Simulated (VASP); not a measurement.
# Ga (Im-3m) in VASP: a series of runs

Runs on Ga. Level: PBEsol. Tasks: single point, relaxation of cell and atoms.

Program: VASP 6.6.1. These are calculated values, not measurements. Logs are shortened: lines on timing, memory, paths and dates and some standing lists are left out, and cuts for length are marked.

## 1. The cell of the first run

The structure is cubic, space group Im-3m (No. 229). Conventional cell: a = 3.188 Å, b = 3.188 Å, c = 3.188 Å, α = 90.00°, β = 90.00°, γ = 90.00°. Within 3.6 Å of Ga (site symmetry m-3m) lie 14 Ga at 2.76 to 3.19 Å.

## 2. Single point, PBEsol

The input, INCAR:

```
SYSTEM = Ga
  PREC = Accurate
  ENCUT = 520
  EDIFF = 1E-6
  ISMEAR = -1
  SIGMA = 0.1
  LREAL = .FALSE.
  LASPH = .TRUE.
  NELM = 60
  ALGO = Normal
  ISIF = 2
  LWAVE = .FALSE.
  LCHARG = .TRUE.
  GGA = PS
  LELF = .TRUE.
  LVHAR = .TRUE.
  NBANDS = 12
```

The input, KPOINTS:

```
Automatic mesh
0
G
  17 17 17
  0 0 0
```

The input, POSCAR:

```
Ga
1.0
   -1.5942478737      1.5942478737      1.5942478737
    1.5942478737     -1.5942478737      1.5942478737
    1.5942478737      1.5942478737     -1.5942478737
Ga
1
Direct
    0.0000000000      0.0000000000      0.0000000000
```

Potentials or basis: VASP PAW PBE potentials, release 64 (Ga_d).

Started as:

```console
$ cat potpaw_PBE.64/Ga_d/POTCAR > POTCAR
$ mpirun -np 1 vasp_std > vasp.out
```

OUTCAR:

```text
SYSTEM = Ga
   PREC = Accurate
   ENCUT = 520
   EDIFF = 1E-6
   ISMEAR = -1
   LREAL = .FALSE.
   LASPH = .TRUE.
   NELM = 60
   ISIF = 2
   GGA = PS

 ion  position               nearest neighbor table
   1  0.000  0.000  0.000-

  LATTYP: Found a body centered cubic cell.
 ALAT       =     3.1884957474

  Lattice vectors:

 A1 = (  -1.5942478737,   1.5942478737,   1.5942478737)
 A2 = (   1.5942478737,  -1.5942478737,   1.5942478737)
 A3 = (   1.5942478737,   1.5942478737,  -1.5942478737)

Analysis of symmetry for initial positions (statically):
=====================================================================
 Subroutine PRICEL returns:
 Original cell was already a primitive cell.

 Routine SETGRP: Setting up the symmetry group for a
 body centered cubic supercell.

 Subroutine GETGRP returns: Found 48 space group operations
 (whereof 48 operations were pure point group operations)
 out of a pool of 48 trial point group operations.

The static configuration has the point symmetry O_h .

Analysis of symmetry for dynamics (positions and initial velocities):
=====================================================================
 Subroutine PRICEL returns:
 Original cell was already a primitive cell.

 Routine SETGRP: Setting up the symmetry group for a
 body centered cubic supercell.

 Subroutine GETGRP returns: Found 48 space group operations
 (whereof 48 operations were pure point group operations)
 out of a pool of 48 trial point group operations.

The dynamic configuration has the point symmetry O_h .

 Subroutine INISYM returns: Found 48 space group operations
 (whereof 48 operations are pure point group operations),
 and found     1 'primitive' translations

----------------------------------------------------------------------------------------

                                     Primitive cell

  volume of cell :      16.2079

  direct lattice vectors                    reciprocal lattice vectors
    -1.594247874  1.594247874  1.594247874     0.000000000  0.313627516  0.313627516
     1.594247874 -1.594247874  1.594247874     0.313627516  0.000000000  0.313627516
     1.594247874  1.594247874 -1.594247874     0.313627516  0.313627516  0.000000000

  length of vectors
     2.761318317  2.761318317  2.761318317     0.443536286  0.443536286  0.443536286

  position of ions in fractional coordinates (direct lattice)
     0.000000000  0.000000000  0.000000000

  ion indices of the primitive-cell ions
   primitive index   ion index
                 1           1

----------------------------------------------------------------------------------------

 KPOINTS: Automatic mesh

Automatic generation of k-mesh.
 Grid dimensions read from file:
 generate k-points for:   17   17   17

 Generating k-lattice:

  Cartesian coordinates                     Fractional coordinates (reciprocal lattice)
     0.000000000  0.018448677  0.018448677     0.058823529  0.000000000  0.000000000
     0.018448677  0.000000000  0.018448677     0.000000000  0.058823529  0.000000000
     0.018448677  0.018448677  0.000000000     0.000000000  0.000000000  0.058823529

  Length of vectors
     0.026090370  0.026090370  0.026090370

  Shift w.r.t. Gamma in fractional coordinates (k-lattice)
     0.000000000  0.000000000  0.000000000

 Subroutine IBZKPT returns following result:
 ===========================================

 Found    165 irreducible k-points:

 Following reciprocal coordinates:
            Coordinates               Weight
  0.000000  0.000000  0.000000      1.000000
  0.058824  0.000000  0.000000     12.000000
  0.117647  0.000000  0.000000     12.000000
  0.176471  0.000000  0.000000     12.000000
  0.235294  0.000000  0.000000     12.000000
  0.294118  0.000000  0.000000     12.000000
[... 16 lines left out ...]
  0.411765  0.117647  0.000000     48.000000
  0.176471  0.176471  0.000000     24.000000
 [... further k-points ...]
   k-points           NKPTS =    165   k-points in BZ     NKDIM =    165   number of bands    NBANDS=     12
   number of dos      NEDOS =    301   number of ions     NIONS =      1
   total plane-waves  NPLWV =  13824
   dimension x,y,z NGX =    24 NGY =   24 NGZ =   24
   dimension x,y,z NGXF=    48 NGYF=   48 NGZF=   48
   ions per type =               1
   NGX,Y,Z   is equivalent  to a cutoff of  14.45, 14.45, 14.45 a.u.
   NGXF,Y,Z  is equivalent  to a cutoff of  28.90, 28.90, 28.90 a.u.
 SYSTEM =  Ga
   PREC   = accura    normal or accurate (medium, high low for compatibility)
   ISTART =      0    job   : 0-new  1-cont  2-samecut
   ICHARG =      2    charge: 1-file 2-atom 10-const
   ISPIN  =      1    spin polarized calculation?
   LNONCOLLINEAR =      F non collinear calculations
   LSORBIT =      F    spin-orbit coupling
   LASPH  =      T    aspherical Exc in radial PAW
   ENCUT  =  520.0 eV  38.22 Ry    6.18 a.u.   5.13  5.13  5.13*2*pi/ulx,y,z
   NELM   =     60;   NELMIN=  2; NELMDL= -5     # of ELM steps
   EDIFF  = 0.1E-05   stopping-criterion for ELM
   LREAL  =      F    real-space projection
   EDIFFG = 0.1E-04   stopping-criterion for IOM
   NSW    =      0    number of steps for IOM
   IBRION =     -1    ionic relax: 0-MD 1-quasi-New 2-CG
   NFREE  =      0    steps in history (QN), initial steepest desc. (CG)
   ISIF   =      2    stress and relaxation
   ISYM   =      2    0-nonsym 1-usesym 2-fastsym
   POTIM  = 0.5000    time-step for ionic-motion
   TEBEG  =    0.0;   TEEND  =   0.0 temperature during run
   PSTRESS=    0.0 pullay stress
   NELECT =      13.0000    total number of electrons
   NUPDOWN=      -1.0000    fix difference up-down
   EMIN   =  10.00;   EMAX   =-10.00  energy-range for DOS
   EFERMI =   0.00;   METHOD = LEGACY
   ISMEAR =    -1;   SIGMA  =   0.10  broadening in eV -4-tet -1-fermi 0-gaus
   EFERMI_NEDOS =   21; number of points for ismear=-14 and -15
   IALGO  =     38    algorithm
   IMIX   =      4    mixing-type and parameters
     AMIX     =   0.40;   BMIX     =  1.00
     AMIX_MAG =   1.60;   BMIX_MAG =  1.00
  volume/ion in A,a.u.               =      16.21       109.38
  Fermi-wavevector in a.u.,A,eV,Ry     =   1.521061  2.874389 31.478821  2.313628
  Thomas-Fermi vector in A             =   2.629828
   LORBIT       =      0    0 simple, 1 ext, 2 COOP (PROOUT), +10 PAW based schemes
   GGA     = PS    functional components
   LHFCALC =     F    Hartree Fock is set to
   AEXX    =    0.0000 exact exchange contribution
   IVDW    =     0    specifies the selected vdW correction
   LEPSILON=     F    determine dielectric tensor
   LRPA    =     F    only Hartree local field effects (RPA)
 non-spin polarized calculation
  energy-cutoff  :      520.00
  volume of cell :       16.21
 maximum number of plane-waves:       453
 NGX is ok and might be reduce to    24
   NGX = 11   NGY = 11   NGZ = 11

 number of electron      12.9999999 magnetization

 Free energy of the ion-electron system (eV)
  ---------------------------------------------------
  ext. energy  EPLUGINS =         0.00000000
  ---------------------------------------------------
  free energy    TOTEN  =        -3.27781619 eV

  energy without entropy =       -3.26411438  energy(sigma->0) =       -3.27096529

 E-fermi :   6.9539     XC(G=0): -11.9365

 val. band max:        6.9434072960   @ k =  -0.4706   0.4706   0.3529
 cond. band min:       6.9597876555   @ k =  -0.4118  -0.4706   0.2941
 fundamental gap:      0.0163803595
 Fermi energy:         6.9538930431

 k-point     1 :       0.0000    0.0000    0.0000
  band No.  band energies     occupation
      1      -8.1246      2.00000
      2      -8.1246      2.00000
      3      -8.1246      2.00000
      4      -7.8550      2.00000
      5      -7.8550      2.00000
      6      -5.3728      2.00000
      7      21.4527      0.00000
      8      21.4527      0.00000
      9      21.4527      0.00000
     10      25.6354      0.00000
     11      25.6354      0.00000
     12      25.6365      0.00000

 k-point     2 :       0.0588    0.0000    0.0000
  band No.  band energies     occupation
      1      -8.1289      2.00000
      2      -8.1220      2.00000
      3      -8.1104      2.00000
      4      -7.8594      2.00000
      5      -7.8549      2.00000
      6      -5.2677      2.00000
      7      20.3360      0.00000
      8      20.8323      0.00000
      9      21.2185      0.00000
     10      24.0266      0.00000
     11      24.2214      0.00000
     12      25.1968      0.00000

 k-point     3 :       0.1176    0.0000    0.0000
  band No.  band energies     occupation
      1      -8.1415      2.00000
      2      -8.1173      2.00000
      3      -8.0698      2.00000
      4      -7.8712      2.00000
      5      -7.8547      2.00000
      6      -4.9500      2.00000
      7      17.8794      0.00000
      8      19.6266      0.00000
      9      20.5667      0.00000
     10      22.9530      0.00000
     11      22.9568      0.00000
     12      24.9821      0.00000
[... 286 lines left out ...]
 k-point    23 :       0.4118    0.1176    0.0000
  band No.  band energies     occupation
      1      -8.2414      2.00000
      2      -8.2019      2.00000
      3      -7.8733      2.00000
      4      -7.8671      2.00000
      5      -7.7237      2.00000
      6       1.8389      2.00000
      7       3.6539      2.00000
      8      12.2964      0.00000
      9      15.6276      0.00000
     10      20.7042      0.00000
     11      23.5727      0.00000
     12      28.6257      0.00000

 k-point    24 :       0.1765    0.1765    0.0000
  band No.  band energies     occupation
      1      -8.1906      2.00000
      2      -8.1236      2.00000
      3      -7.9053      2.00000
      4      -7.9003      2.00000
      5      -7.8420      2.00000
      6      -2.4661      2.00000
      7      11.3815      0.00000
      8      12.3333      0.00000
      9      16.7991      0.00000
     10      22.8744      0.00000
     11      23.0108      0.00000
     12      27.1340      0.00000

 [... further k-points ...]
[... 5 lines left out ...]
  --------------------------------------------------------------------------------------
  -------------------------------------------------------------------------------------
  Total        0.8136721      0.8136721      0.8136721     -0.0000000      0.0000000     -0.0000000
  in kB       80.4326727     80.4326727     80.4326727     -0.0000000      0.0000000     -0.0000000
  external PRESSURE =      80.4326727 kB  Pullay stress =       0.0000000 kB

 VOLUME and BASIS-vectors are now :
 -----------------------------------------------------------------------------
  energy-cutoff  :      520.00
  volume of cell :       16.21
      direct lattice vectors                 reciprocal lattice vectors
    -1.594247874  1.594247874  1.594247874     0.000000000  0.313627516  0.313627516
     1.594247874 -1.594247874  1.594247874     0.313627516  0.000000000  0.313627516
     1.594247874  1.594247874 -1.594247874     0.313627516  0.313627516  0.000000000

 POSITION                                       TOTAL-FORCE (eV/Angst)
 -----------------------------------------------------------------------------------
      0.00000      0.00000      0.00000        -0.000000      0.000000     -0.000000
 -----------------------------------------------------------------------------------
    total drift:                                0.000000      0.000000      0.000000

  FREE ENERGIE OF THE ION-ELECTRON SYSTEM (eV)
  ---------------------------------------------------
  free  energy   TOTEN  =        -3.2778161941 eV

  energy  without entropy=       -3.2641143815  energy(sigma->0) =       -3.27096529
```

Run time: 33 s. Hardware: 1 thread of Intel Xeon 8259CL, shared host; peak memory 0.16 GiB.

What came out:

- Free energy: -3.2778 eV
- Pressure: 8.0 GPa

Caveat: the PAW data sets were made with another functional, which shifts forces and pressure a little.

## 3. Single point, PBEsol

The input, INCAR:

```
PREC     = Accurate       # precision mode
ENCUT    = 520            # plane-wave cutoff, eV
EDIFF    = 1E-7           # SCF threshold, eV
ISMEAR   = -1             # smearing method
SIGMA    = 0.1            # smearing width, eV
LREAL    = False          # projectors in reciprocal space
LASPH    = True           # aspherical terms in the spheres
NELM     = 100            # most SCF steps
ALGO     = Normal         # electronic algorithm
ISIF     = 2              # what is computed and relaxed
LWAVE    = False          # write WAVECAR
LCHARG   = False          # write CHGCAR
GGA      = PS             # functional
NBANDS   = 12             # bands
```

The input, KPOINTS:

```
regular mesh
0
Gamma
  17 17 17
```

The input, POSCAR:

```
Ga
1.0
   -1.5946860169      1.5946860169      1.5946860169
    1.5946860169     -1.5946860169      1.5946860169
    1.5946860169      1.5946860169     -1.5946860169
Ga
1
Direct
    0.0000000000      0.0000000000      0.0000000000
```

Potentials or basis: VASP PAW PBE potentials, release 64 (Ga_d).

Started as:

```console
$ cat potpaw_PBE.64/Ga_d/POTCAR > POTCAR
$ mpirun -np 1 vasp_std > vasp.out
```

OUTCAR:

```text
PREC = Accurate
   ENCUT = 520
   EDIFF = 1E-7
   ISMEAR = -1
   LREAL = False
   LASPH = True
   NELM = 100
   ISIF = 2
   GGA = PS

 ion  position               nearest neighbor table
   1  0.000  0.000  0.000-

  LATTYP: Found a body centered cubic cell.
 ALAT       =     3.1893720338

  Lattice vectors:

 A1 = (  -1.5946860169,   1.5946860169,   1.5946860169)
 A2 = (   1.5946860169,  -1.5946860169,   1.5946860169)
 A3 = (   1.5946860169,   1.5946860169,  -1.5946860169)

Analysis of symmetry for initial positions (statically):
=====================================================================
 Subroutine PRICEL returns:
 Original cell was already a primitive cell.

 Routine SETGRP: Setting up the symmetry group for a
 body centered cubic supercell.

 Subroutine GETGRP returns: Found 48 space group operations
 (whereof 48 operations were pure point group operations)
 out of a pool of 48 trial point group operations.

The static configuration has the point symmetry O_h .

[... 165 lines left out ...]
 k-point     1 :       0.0000    0.0000    0.0000
  band No.  band energies     occupation
      1      -8.1329      2.00000
      2      -8.1329      2.00000
      3      -8.1329      2.00000
      4      -7.8639      2.00000
      5      -7.8639      2.00000
      6      -5.3743      2.00000
      7      21.4324      0.00000
      8      21.4324      0.00000
      9      21.4324      0.00000
     10      25.6210      0.00000
     11      25.6210      0.00000
     12      25.6212      0.00000
[... 331 lines left out ...]
 k-point    24 :       0.1765    0.1765    0.0000
  band No.  band energies     occupation
      1      -8.1987      2.00000
      2      -8.1319      2.00000
      3      -7.9141      2.00000
      4      -7.9090      2.00000
      5      -7.8510      2.00000
      6      -2.4696      2.00000
      7      11.3687      0.00000
      8      12.3224      0.00000
      9      16.7848      0.00000
     10      22.8561      0.00000
     11      22.9949      0.00000
     12      27.1151      0.00000

 [... further k-points ...]

------------------------ aborting loop because EDIFF is reached ----------------------------------------

  FORCE on cell =-STRESS in cart. coord.  units (eV):
  Direction    XX          YY          ZZ          XY          YZ          ZX
  --------------------------------------------------------------------------------------
  -------------------------------------------------------------------------------------
  Total        0.8126069      0.8126069      0.8126069      0.0000000      0.0000000     -0.0000000
  in kB       80.2611827     80.2611827     80.2611827      0.0000000      0.0000000     -0.0000000
  external PRESSURE =      80.2611827 kB  Pullay stress =       0.0000000 kB

 VOLUME and BASIS-vectors are now :
 -----------------------------------------------------------------------------
  energy-cutoff  :      520.00
  volume of cell :       16.22
      direct lattice vectors                 reciprocal lattice vectors
    -1.594686017  1.594686017  1.594686017     0.000000000  0.313541346  0.313541346
     1.594686017 -1.594686017  1.594686017     0.313541346  0.000000000  0.313541346
     1.594686017  1.594686017 -1.594686017     0.313541346  0.313541346  0.000000000

 POSITION                                       TOTAL-FORCE (eV/Angst)
 -----------------------------------------------------------------------------------
      0.00000      0.00000      0.00000         0.000000      0.000000      0.000000
 -----------------------------------------------------------------------------------
    total drift:                               -0.000000      0.000000     -0.000000

  FREE ENERGIE OF THE ION-ELECTRON SYSTEM (eV)
  ---------------------------------------------------
  free  energy   TOTEN  =        -3.2784919288 eV

  energy  without entropy=       -3.2647900102  energy(sigma->0) =       -3.27164097
```

Wall time 32 s (1 thread of Intel Xeon 8259CL, shared host); peak memory 0.16 GiB.

What came out:

* Free energy: -3.2785 eV
* Pressure: 8.0 GPa

Caveat: the PAW data sets were made with another functional, which shifts forces and pressure a little.

## 4. Relaxation of cell and atoms, PBEsol, target pressure 8 GPa, at which the enthalpy is minimised

The input, INCAR:

```
SYSTEM = Ga
PREC = Accurate ; ENCUT = 600
EDIFF = 1E-6 ; ISMEAR = -1
SIGMA = 0.1 ; LREAL = .FALSE.
LASPH = .TRUE. ; NELM = 100
ALGO = Normal ; ISIF = 3
LWAVE = .FALSE. ; LCHARG = .FALSE.
GGA = PS ; IBRION = 2
NSW = 60 ; EDIFFG = -0.005
PSTRESS = 80.0
```

The input, KPOINTS:

```
Automatic mesh
0
G
  17 17 17
  0 0 0
```

The input, POSCAR:

```
Ga
1.0
   -1.5945207109      1.5945207109      1.5945207109
    1.5945207109     -1.5945207109      1.5945207109
    1.5945207109      1.5945207109     -1.5945207109
Ga
1
Direct
    0.0000000000      0.0000000000      0.0000000000
```

Started as:

```console
$ cat potpaw_PBE.64/Ga_d/POTCAR > POTCAR
$ mpirun -np 1 vasp_std > vasp.out
```

Run time: 21 s. Hardware: 1 thread of Intel Xeon 8259CL, shared host; peak memory 0.16 GiB.

It converged, with:

```yaml
Free_energy: -3.2781 eV
Pressure_after_relaxing: 8.0 GPa
```

Final structure:
```xyz
1
Lattice="-1.5945 1.5945 1.5945 1.5945 -1.5945 1.5945 1.5945 1.5945 -1.5945" Properties=species:S:1:pos:R:3 pbc="T T T"
Ga    0.0000    0.0000    0.0000
```

Levels at points of the mesh, in eV from the Fermi level:
```
           k point  band 4  band 5  band 6  band 7  band 8  band 9
(0.00, 0.00, 0.00)  -14.81  -14.81  -12.32   14.49   14.49   14.49
```

Caveat: the relaxation stopped at its first step, so nothing moved; the cell is relaxed towards a set pressure, so the enthalpy falls and the energy may rise; the PAW data sets were made with another functional, which shifts forces and pressure a little.

## 5. The runs side by side

| task | cell | cutoff (eV) | gap on the mesh (eV) | pressure (GPa) |
| --- | --- | --- | --- | --- |
| single point | a = 2.761 Å, angles 109.5°, 1 atom | 520 | none | 8.0 |
| single point | a = 2.762 Å, angles 109.5°, 1 atom | 520 | none | 8.0 |
| relaxation of cell and atoms | relaxed to 8 GPa from a = 2.762 Å, angles 109.5°, 1 atom | 600 | none | 8.0 |

Alike in all rows: level PBEsol; potentials or basis VASP PAW PBE potentials, release 64 (Ga_d); no spin polarisation; k mesh 17 × 17 × 17; smearing fermi-dirac 0.1 eV.

Caveats: the PAW data sets were made with another functional, which shifts forces and pressure a little; the relaxation stopped at its first step, so nothing moved (some runs); the cell is relaxed towards a set pressure, so the enthalpy falls and the energy may rise (some runs).

Absolute energies hang on the potentials; compare differences alone.
